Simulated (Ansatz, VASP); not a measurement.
InC2: VASP beside Ansatz

```xyz
6
Lattice="5.4476 0.0000 0.0000 0.0000 5.4476 0.0000 0.0000 0.0000 5.5629" Properties=species:S:1:pos:R:3 pbc="T T T"
In    2.7238    2.7238    0.0000
In    0.0000    0.0000    0.0000
C     4.9944    3.1769    0.0000
C     0.4531    2.2706    0.0000
C     3.1769    0.4531    0.0000
C     2.2706    4.9944    0.0000
```

Alike in both runs: functional PBE; k mesh 8 × 8 × 8; occupations gaussian, width 0.1 eV; no spin polarisation.

Ansatz relaxed the structure, and its values are those at the end. VASP's run is a single point on that final structure, the one shown.

```csv
,VASP,Ansatz
version,VASP 6.6.1,Ansatz 0.2.0
potentials or method,"VASP PAW PBE potentials, release 64 (In_d, C), cutoff 520 eV","scalar-relativistic, plane waves, PAW"
valence electrons in the cell,42,42
```

|  | VASP | Ansatz | Ansatz less VASP |
| --- | --- | --- | --- |
| gap on the k mesh at the Fermi level (eV) | none | none | - |
| pressure (GPa) | 0.1 | 0.0 | -0.08 |
| rms of the force components (eV/Å) | 0.041 | 0.000 | -0.0403 |

A gap of «none» marks a metal or a gap that the smearing closes. The functional is the same, so the differences come from potentials, cutoffs and numerics.
